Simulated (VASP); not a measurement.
Here is a VASP 6.6.1 calculation.

File POSCAR:

```
BAs
1.0
    0.0000000000      2.3677056766      2.3677056766
    2.3677056766      0.0000000000      2.3677056766
    2.3677056766      2.3677056766      0.0000000000
B As
1 1
Direct
    0.0000000000      0.0000000000      0.0000000000
    0.2500000000      0.2500000000      0.2500000000
```

File INCAR.step1:

```
PREC = Accurate ; ENCUT = 520
ISMEAR = 0 ; SIGMA = 0.01
LREAL = F ; LASPH = T
NELM = 100 ; NBANDS = 11
GGA = PE ; ALGO = Normal
EDIFF = 1E-4 ; LWAVE = T
LCHARG = F
```

The input INCAR.step2:

```
PREC = Accurate ; ENCUT = 520
EDIFF = 1E-7 ; ISMEAR = 0
SIGMA = 0.01 ; LREAL = F
LASPH = T ; NELM = 100
ALGO = Normal ; ISIF = 2
LWAVE = F ; LCHARG = F
METAGGA = R2SCAN ; LMIXTAU = T
NBANDS = 11 ; ISTART = 1
```

KPOINTS

```
Automatic mesh
0
Gamma
  8 8 8
```

Potentials or basis: VASP PAW PBE potentials, release 64 (B, As).

Run with:

```sh
$ cat potpaw_PBE.64/B/POTCAR potpaw_PBE.64/As/POTCAR > POTCAR
$ cp INCAR.step1 INCAR
$ mpirun -np 1 vasp_std > vasp.out
$ cp INCAR.step2 INCAR
$ mpirun -np 1 vasp_std > vasp.out
```

(1) Predict the pressure.

(2) What does it give for the band gap on the k mesh?

Answers

(1) 4.9 GPa.

(2) 1.35 eV, indirect (least direct gap 3.48 eV).

Caveat: the PAW data sets were made with another functional, which shifts forces and pressure a little.
